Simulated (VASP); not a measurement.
The system is Al.

```
CELL_PARAMETERS angstrom
1.43321 -2.37822 0.00000
1.43321 2.37822 0.00000
0.00000 0.00000 9.32119
ATOMIC_POSITIONS crystal
Al 0.04178 0.95822 0.01050
Al 0.41891 0.58109 0.23950
Al 0.95822 0.04178 0.51050
Al 0.58109 0.41891 0.73950
```

```yaml
Program: VASP 6.6.1
Task: relaxation of cell and atoms
Functional: PBE
Potentials_or_basis: VASP PAW PBE potentials, release 64 (Al)
Cutoff: 600 eV
k_mesh: 8 × 8 × 2
Occupations: gaussian, width 0.1 eV
Spin: no spin polarisation
```

At the start: pressure 5.9 GPa; volume 15.89 Å³/atom.

Task: Where does the relaxation end?

Result: Over 66 steps the energy falls by 109.6 meV/atom and the volume is 16.79 Å³/atom (+5.7 %); space group Cmc2_1 (No. 36, to 0.05 Å).

The path:
| step | energy change (eV) | largest force (eV/Å) | pressure (GPa) | volume (Å³) |
| --- | --- | --- | --- | --- |
| 1 | 0.0000 | 1.0192 | 5.94 | 63.54 |
| 3 | -0.2128 | 0.3410 | -1.97 | 69.46 |
| 5 | -0.2703 | 0.1829 | 0.09 | 66.70 |
| 7 | -0.3128 | 0.1711 | 1.07 | 66.25 |
| 9 | -0.3599 | 0.1398 | 1.07 | 67.17 |
| 11 | -0.3672 | 0.1129 | 0.17 | 67.88 |
| 13 | -0.3687 | 0.0968 | -0.41 | 68.33 |
| 15 | -0.3742 | 0.0866 | 0.10 | 67.69 |
| 17 | -0.3765 | 0.1200 | 0.43 | 67.29 |
| 19 | -0.3769 | 0.1415 | 0.62 | 67.10 |
| 21 | -0.3798 | 0.1665 | 0.80 | 67.02 |
| 23 | -0.3800 | 0.1830 | 0.98 | 66.95 |
| 25 | -0.3872 | 0.1396 | 0.25 | 67.71 |
| 27 | -0.3884 | 0.1143 | -0.16 | 68.16 |
| 29 | -0.3926 | 0.0900 | -0.18 | 68.05 |
| 31 | -0.3960 | 0.1003 | 0.07 | 67.71 |
| 33 | -0.3983 | 0.0883 | 0.20 | 67.61 |
| 35 | -0.4039 | 0.0957 | -0.50 | 68.24 |
| 37 | -0.4062 | 0.0693 | -0.03 | 67.78 |
| 39 | -0.4090 | 0.0578 | -0.01 | 67.61 |
| 41 | -0.4105 | 0.0780 | -0.03 | 67.59 |
| 43 | -0.4124 | 0.0876 | 0.07 | 67.46 |
| 45 | -0.4166 | 0.0938 | 0.72 | 66.59 |
| 47 | -0.4214 | 0.0826 | -0.22 | 67.44 |
| 49 | -0.4237 | 0.0705 | -0.23 | 67.51 |
| 51 | -0.4269 | 0.0743 | 0.06 | 67.19 |
| 53 | -0.4299 | 0.0739 | -0.05 | 67.21 |
| 55 | -0.4320 | 0.0537 | 0.30 | 67.00 |
| 57 | -0.4345 | 0.0377 | 0.30 | 66.98 |
| 59 | -0.4352 | 0.0371 | 0.35 | 66.91 |
| 61 | -0.4365 | 0.0616 | 0.08 | 67.13 |
| 63 | -0.4375 | 0.0402 | 0.03 | 67.23 |
| 65 | -0.4381 | 0.0458 | -0.16 | 67.34 |
| 66 | -0.4386 | 0.0395 | 0.01 | 67.17 |

Final structure:
```xyz
4
Lattice="1.3571 -2.6538 0.0000 1.3571 2.6538 0.0000 0.0000 0.0000 9.3255" Properties=species:S:1:pos:R:3 pbc="T T T"
Al    1.3571   -2.6089    0.0007
Al    1.3571    0.9348    2.3307
Al    1.3571    2.6089    4.6635
Al    1.3571   -0.9348    6.9935
```
